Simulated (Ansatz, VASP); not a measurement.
## ZrTa3N4 in VASP and in Ansatz

```
Zr Ta N
1.0
    -0.00008    0.00071    2.89990
     5.98980    0.00050   -0.00017
    -2.99447    5.18714    0.00133
Zr Ta N
1 3 4
Cartesian
  0.0000 0.0000 0.0000
  0.0004 5.1721 0.0012
  -1.4840 2.6012 0.0007
  1.4845 2.6014 0.0007
  -1.4434 4.2920 1.4509
  1.4441 4.2922 1.4509
  2.9950 1.7297 1.4503
  0.0002 1.7916 1.4505
```

Change from the starting cell: cell x1, atoms moved at random (sigma 0.1 Å) and cell strained at random (1.5 %), then relaxed without symmetry.

Alike in both runs: functional PBE; k mesh 8 × 6 × 6; occupations gaussian, width 0.2 eV; no spin polarisation.

Ansatz relaxed the structure, and its values are those at the end. VASP's run is a single point on that final structure, the one shown.

|  | VASP | Ansatz |
| --- | --- | --- |
| version | VASP 6.6.1 | Ansatz 0.2.0 |
| potentials or method | VASP PAW PBE potentials, release 64 (Zr_sv, Ta_pv, N), cutoff 520 eV | scalar-relativistic, plane waves, PAW |
| valence electrons in the cell | 65 | 71 |

Ansatz gave:

| Quantity | Value |
| --- | --- |
| gap on the k mesh at the Fermi level (eV) | none |
| pressure (GPa) | 0.1 |
| rms of the force components (eV/Å) | 0.001 |

Question: Which values does VASP return?

Answer: gap on the k mesh at the Fermi level (eV): none; pressure (GPa): 0.6; rms of the force components (eV/Å): 0.008.

A gap of «none» marks a metal or a gap that the smearing closes. VASP's potentials hold 65 valence electrons a cell and Ansatz's 71, so a difference there can come from the potentials and not from the codes.

Spin-orbit coupling is off throughout.
